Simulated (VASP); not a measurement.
# W (Pm-3m) in VASP: relaxation of cell and atoms with PBE

Aim: the relaxation of cell and atoms of W with PBE.

All numbers are computed with VASP 6.6.1; they aren't measurements. Logs are shortened: lines on timing, memory, paths and dates and some standing lists are left out, and cuts for length are marked.

## Step 1: The cell of the first run

Symmetry: Pm-3m, No. 221, cubic system. The conventional cell has a = 2.629 Å, b = 2.629 Å, c = 2.629 Å, α = 90.00°, β = 90.00°, γ = 90.00°. Within 3.5 Å of W (site symmetry m-3m) lie 6 W at 2.63 Å.

This isn't the form of W at room conditions, which is bcc.

## Step 2: Relaxation of cell and atoms, PBE

File INCAR:

```
PREC = Accurate
ENCUT = 600
EDIFF = 1E-6
ISMEAR = 0
SIGMA = 0.1
LREAL = F
LASPH = T
NELM = 100
ALGO = Normal
ISIF = 3
LWAVE = F
LCHARG = F
GGA = PE
IBRION = 2
NSW = 100
EDIFFG = -0.01
```

File KPOINTS:

```
Automatic mesh
0
Gamma
  16 16 16
```

File POSCAR:

```
W
1.0
    2.6289912849      0.0000000000      0.0000000000
    0.0000000000      2.6289912849      0.0000000000
    0.0000000000      0.0000000000      2.6289912849
W
1
Direct
    0.0000000000      0.0000000000      0.0000000000
```

Potentials or basis: VASP PAW PBE potentials, release 64 (W_sv).

Started as:

```console
cat potpaw_PBE.64/W_sv/POTCAR > POTCAR
mpirun -np 1 vasp_std > vasp.out
```

OUTCAR:

```text
PREC = Accurate
   ENCUT = 600
   EDIFF = 1E-6
   ISMEAR = 0
   LREAL = F
   LASPH = T
   NELM = 100
   ISIF = 3
   GGA = PE
   IBRION = 2
   NSW = 100
   EDIFFG = -0.01

 ion  position               nearest neighbor table
   1  0.000  0.000  0.000-

  LATTYP: Found a simple cubic cell.
 ALAT       =     2.6289912849

  Lattice vectors:

 A1 = (   2.6289912849,   0.0000000000,   0.0000000000)
 A2 = (   0.0000000000,   2.6289912849,   0.0000000000)
 A3 = (   0.0000000000,   0.0000000000,   2.6289912849)

Analysis of symmetry for initial positions (statically):
=====================================================================
 Subroutine PRICEL returns:
 Original cell was already a primitive cell.

 Routine SETGRP: Setting up the symmetry group for a
 simple cubic supercell.

 Subroutine GETGRP returns: Found 48 space group operations
 (whereof 48 operations were pure point group operations)
 out of a pool of 48 trial point group operations.

The static configuration has the point symmetry O_h .

Analysis of symmetry for dynamics (positions and initial velocities):
=====================================================================
 Subroutine PRICEL returns:
 Original cell was already a primitive cell.

 Routine SETGRP: Setting up the symmetry group for a
 simple cubic supercell.

 Subroutine GETGRP returns: Found 48 space group operations
 (whereof 48 operations were pure point group operations)
 out of a pool of 48 trial point group operations.

The dynamic configuration has the point symmetry O_h .

 Subroutine INISYM returns: Found 48 space group operations
 (whereof 48 operations are pure point group operations),
 and found     1 'primitive' translations

----------------------------------------------------------------------------------------

                                     Primitive cell

  volume of cell :      18.1705

  direct lattice vectors                    reciprocal lattice vectors
     2.628991285  0.000000000  0.000000000     0.380374026  0.000000000  0.000000000
     0.000000000  2.628991285  0.000000000     0.000000000  0.380374026  0.000000000
     0.000000000  0.000000000  2.628991285     0.000000000  0.000000000  0.380374026

  length of vectors
     2.628991285  2.628991285  2.628991285     0.380374026  0.380374026  0.380374026

  position of ions in fractional coordinates (direct lattice)
     0.000000000  0.000000000  0.000000000

  ion indices of the primitive-cell ions
   primitive index   ion index
                 1           1

----------------------------------------------------------------------------------------

 KPOINTS: Automatic mesh

Automatic generation of k-mesh.
 Grid dimensions read from file:
 generate k-points for:   16   16   16

 Generating k-lattice:

  Cartesian coordinates                     Fractional coordinates (reciprocal lattice)
     0.023773377  0.000000000  0.000000000     0.062500000  0.000000000  0.000000000
     0.000000000  0.023773377  0.000000000     0.000000000  0.062500000  0.000000000
     0.000000000  0.000000000  0.023773377     0.000000000  0.000000000  0.062500000

  Length of vectors
     0.023773377  0.023773377  0.023773377

  Shift w.r.t. Gamma in fractional coordinates (k-lattice)
     0.000000000  0.000000000  0.000000000

 Subroutine IBZKPT returns following result:
 ===========================================

 Found    165 irreducible k-points:

 Following reciprocal coordinates:
            Coordinates               Weight
  0.000000  0.000000  0.000000      1.000000
  0.062500  0.000000  0.000000      6.000000
  0.125000  0.000000  0.000000      6.000000
  0.187500  0.000000  0.000000      6.000000
  0.250000  0.000000  0.000000      6.000000
  0.312500  0.000000  0.000000      6.000000
[... 16 lines left out ...]
  0.437500  0.125000  0.000000     24.000000
  0.500000  0.125000  0.000000     12.000000
 [... further k-points ...]
   k-points           NKPTS =    165   k-points in BZ     NKDIM =    165   number of bands    NBANDS=     11
   number of dos      NEDOS =    301   number of ions     NIONS =      1
   total plane-waves  NPLWV =  13824
   dimension x,y,z NGX =    24 NGY =   24 NGZ =   24
   dimension x,y,z NGXF=    48 NGYF=   48 NGZF=   48
   ions per type =               1
   NGX,Y,Z   is equivalent  to a cutoff of  15.18, 15.18, 15.18 a.u.
   NGXF,Y,Z  is equivalent  to a cutoff of  30.35, 30.35, 30.35 a.u.
 SYSTEM =  unknown system
   PREC   = accura    normal or accurate (medium, high low for compatibility)
   ISTART =      0    job   : 0-new  1-cont  2-samecut
   ICHARG =      2    charge: 1-file 2-atom 10-const
   ISPIN  =      1    spin polarized calculation?
   LNONCOLLINEAR =      F non collinear calculations
   LSORBIT =      F    spin-orbit coupling
   LASPH  =      T    aspherical Exc in radial PAW
   ENCUT  =  600.0 eV  44.10 Ry    6.64 a.u.   5.25  5.25  5.25*2*pi/ulx,y,z
   NELM   =    100;   NELMIN=  2; NELMDL= -5     # of ELM steps
   EDIFF  = 0.1E-05   stopping-criterion for ELM
   LREAL  =      F    real-space projection
   EDIFFG = -.1E-01   stopping-criterion for IOM
   NSW    =    100    number of steps for IOM
   IBRION =      2    ionic relax: 0-MD 1-quasi-New 2-CG
   NFREE  =      1    steps in history (QN), initial steepest desc. (CG)
   ISIF   =      3    stress and relaxation
   ISYM   =      2    0-nonsym 1-usesym 2-fastsym
   POTIM  = 0.5000    time-step for ionic-motion
   TEBEG  =    0.0;   TEEND  =   0.0 temperature during run
   PSTRESS=    0.0 pullay stress
   NELECT =      14.0000    total number of electrons
   NUPDOWN=      -1.0000    fix difference up-down
   EMIN   =  10.00;   EMAX   =-10.00  energy-range for DOS
   EFERMI =   0.00;   METHOD = LEGACY
   ISMEAR =     0;   SIGMA  =   0.10  broadening in eV -4-tet -1-fermi 0-gaus
   EFERMI_NEDOS =   21; number of points for ismear=-14 and -15
   IALGO  =     38    algorithm
   IMIX   =      4    mixing-type and parameters
     AMIX     =   0.40;   BMIX     =  1.00
     AMIX_MAG =   1.60;   BMIX_MAG =  1.00
  volume/ion in A,a.u.               =      18.17       122.62
  Fermi-wavevector in a.u.,A,eV,Ry     =   1.500819  2.836137 30.646553  2.252458
  Thomas-Fermi vector in A             =   2.612270
   LORBIT       =      0    0 simple, 1 ext, 2 COOP (PROOUT), +10 PAW based schemes
   GGA     = PE    functional components
   LHFCALC =     F    Hartree Fock is set to
   AEXX    =    0.0000 exact exchange contribution
   IVDW    =     0    specifies the selected vdW correction
   LEPSILON=     F    determine dielectric tensor
   LRPA    =     F    only Hartree local field effects (RPA)
 conjugate gradient relaxation of ions
 non-spin polarized calculation
 Gauss-broadening in eV      SIGMA  =   0.10
  energy-cutoff  :      600.00
  volume of cell :       18.17
 maximum number of plane-waves:       627
 NGX is ok and might be reduce to    24
   NGX = 11   NGY = 11   NGZ = 11

--------------------------------------- Ionic step        1  -------------------------------------------

 number of electron      13.9999999 magnetization

 Free energy of the ion-electron system (eV)
  ---------------------------------------------------
  ext. energy  EPLUGINS =         0.00000000
  ---------------------------------------------------
  free energy    TOTEN  =       -11.51917708 eV

  energy without entropy =      -11.51435557  energy(sigma->0) =      -11.51676633

------------------------ aborting loop because EDIFF is reached ----------------------------------------

  FORCE on cell =-STRESS in cart. coord.  units (eV):
  Direction    XX          YY          ZZ          XY          YZ          ZX
  --------------------------------------------------------------------------------------
  -------------------------------------------------------------------------------------
  Total        0.3028792      0.3028792      0.3028792      0.0000000      0.0000000     -0.0000000
  in kB       26.7062287     26.7062287     26.7062287      0.0000000      0.0000000     -0.0000000
  external PRESSURE =      26.7062287 kB  Pullay stress =       0.0000000 kB

 VOLUME and BASIS-vectors are now :
 -----------------------------------------------------------------------------
  energy-cutoff  :      600.00
  volume of cell :       18.17
      direct lattice vectors                 reciprocal lattice vectors
     2.628991285  0.000000000  0.000000000     0.380374026  0.000000000  0.000000000
     0.000000000  2.628991285  0.000000000     0.000000000  0.380374026  0.000000000
     0.000000000  0.000000000  2.628991285     0.000000000  0.000000000  0.380374026
[... 36 lines left out ...]
 POSITION                                       TOTAL-FORCE (eV/Angst)
 -----------------------------------------------------------------------------------
      0.00000      0.00000      0.00000         0.000000     -0.000000      0.000000
 -----------------------------------------------------------------------------------
    total drift:                                0.000000     -0.000000      0.000000

  FREE ENERGIE OF THE ION-ELECTRON SYSTEM (eV)
  ---------------------------------------------------
  free  energy   TOTEN  =       -11.5086844699 eV

  energy  without entropy=      -11.5037566473  energy(sigma->0) =      -11.50622056

--------------------------------------- Ionic step        3  -------------------------------------------

 number of electron      14.0000001 magnetization

 Free energy of the ion-electron system (eV)
  ---------------------------------------------------
  ext. energy  EPLUGINS =         0.00000000
  ---------------------------------------------------
  free energy    TOTEN  =       -11.52096495 eV

  energy without entropy =      -11.51612187  energy(sigma->0) =      -11.51854341

 E-fermi :   9.3361     XC(G=0): -12.6692

 val. band max:        9.3357718274   @ k =   0.5000   0.4375   0.1250
 cond. band min:       9.3384673817   @ k =   0.4375   0.3750   0.1250
 fundamental gap:      0.0026955543
 Fermi energy:         9.3360558312

 k-point     1 :       0.0000    0.0000    0.0000
  band No.  band energies     occupation
      1     -64.7929      2.00000
      2     -28.4101      2.00000
      3     -28.4101      2.00000
      4     -28.4101      2.00000
      5       0.7657      2.00000
      6       5.0121      2.00000
      7       5.0122      2.00000
      8      13.9850      0.00000
      9      13.9850      0.00000
     10      13.9850      0.00000
     11      23.9214      0.00000

 k-point     2 :       0.0625    0.0000    0.0000
  band No.  band energies     occupation
      1     -64.7893      2.00000
      2     -28.4614      2.00000
      3     -28.4058      2.00000
      4     -28.4058      2.00000
      5       0.8924      2.00000
      6       5.0447      2.00000
      7       5.1446      2.00000
      8      13.7727      0.00000
      9      13.7727      0.00000
     10      13.9996      0.00000
     11      23.2236      0.00000
[... 295 lines left out ...]
 k-point    24 :       0.5000    0.1250    0.0000
  band No.  band energies     occupation
      1     -64.6852      2.00000
      2     -29.6365      2.00000
      3     -28.4833      2.00000
      4     -28.2813      2.00000
      5       4.7786      2.00000
      6       6.5067      2.00000
      7       7.2304      2.00000
      8      10.3441      0.00000
      9      11.3205      0.00000
     10      13.7395      0.00000
     11      18.4160      0.00000

 [... further k-points ...]

------------------------ aborting loop because EDIFF is reached ----------------------------------------

  FORCE on cell =-STRESS in cart. coord.  units (eV):
  Direction    XX          YY          ZZ          XY          YZ          ZX
  --------------------------------------------------------------------------------------
  -------------------------------------------------------------------------------------
  Total       -0.0018595     -0.0018595     -0.0018595      0.0000000      0.0000000     -0.0000000
  in kB       -0.1619965     -0.1619965     -0.1619965      0.0000000      0.0000000     -0.0000000
  external PRESSURE =      -0.1619965 kB  Pullay stress =       0.0000000 kB

 VOLUME and BASIS-vectors are now :
 -----------------------------------------------------------------------------
  energy-cutoff  :      600.00
  volume of cell :       18.39
      direct lattice vectors                 reciprocal lattice vectors
     2.639552131  0.000000000 -0.000000000     0.378852150 -0.000000000 -0.000000000
     0.000000000  2.639552131  0.000000000    -0.000000000  0.378852150 -0.000000000
     0.000000000  0.000000000  2.639552131     0.000000000 -0.000000000  0.378852150

 POSITION                                       TOTAL-FORCE (eV/Angst)
 -----------------------------------------------------------------------------------
      0.00000      0.00000      0.00000         0.000000      0.000000      0.000000
 -----------------------------------------------------------------------------------
    total drift:                                0.000000      0.000000      0.000000

  FREE ENERGIE OF THE ION-ELECTRON SYSTEM (eV)
  ---------------------------------------------------
  free  energy   TOTEN  =       -11.5209649467 eV

  energy  without entropy=      -11.5161218707  energy(sigma->0) =      -11.51854341

 reached required accuracy - stopping structural energy minimisation
```

Run time: 96 s. Hardware: 1 thread of Intel Xeon 8259CL, shared host; peak memory 0.18 GiB.

Results:

| Quantity | Value |
| --- | --- |
| Free energy | -11.5210 eV |
| Relaxed volume | 18.39 Å³/atom |
| Relaxed cell | a = 2.640 Å, b = 2.640 Å, c = 2.640 Å, α = 90.00°, β = 90.00°, γ = 90.00° |
| Space group after relaxing (to 0.1 Å) | Pm-3m (No. 221) |
| Energy gained by relaxing | 1.8 meV/atom |
| Ionic steps | 3 |
| Pressure after relaxing | 0.0 GPa |
| Band gap on the k mesh | zero (bands 7 and 8 overlap by 2.89 eV) |

Step by step:
```csv
step,energy change (eV),largest force (eV/Å),pressure (GPa),volume (Å³)
1,0.0000,0.0000,2.67,18.17
2,0.0105,0.0000,-6.47,18.98
3,-0.0018,0.0000,-0.02,18.39
```

Final structure:
```xyz
1
Lattice="2.6396 0.0000 0.0000 0.0000 2.6396 0.0000 0.0000 0.0000 2.6396" Properties=species:S:1:pos:R:3 pbc="T T T"
W     0.0000    0.0000    0.0000
```

Caveat: spin-orbit coupling is left out, which moves the levels of the heavy elements.
